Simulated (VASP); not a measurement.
Here is a VASP 6.6.1 calculation.

Contents of INCAR:

```
SYSTEM = Cl
PREC = Accurate
ENCUT = 520
EDIFF = 1E-6
ISMEAR = -1
SIGMA = 0.08
LREAL = .FALSE.
LASPH = .TRUE.
NELM = 80
ALGO = Normal
ISIF = 2
LWAVE = .FALSE.
LCHARG = .FALSE.
GGA = PS
NBANDS = 10
```

Contents of KPOINTS:

```
Automatic mesh
0
G
  15 15 15
  0 0 0
```

The input POSCAR:

```
Cl
1.0
   -1.6194281940      1.6194281940      1.6194281940
    1.6194281940     -1.6194281940      1.6194281940
    1.6194281940      1.6194281940     -1.6194281940
Cl
1
Direct
    0.0000000000      0.0000000000      0.0000000000
```

Potentials or basis: VASP PAW PBE potentials, release 64 (Cl).

The run is started by

```sh
$ cat potpaw_PBE.64/Cl/POTCAR > POTCAR
$ mpirun -np 1 vasp_std > vasp.out
```

Problem. What does it give for the pressure?

Solution. 7.9 GPa.

Caveat: the PAW data sets were made with another functional, which shifts forces and pressure a little; an odd number of electrons without spin polarisation forces a metal; a magnetic or distorted state may lie lower.
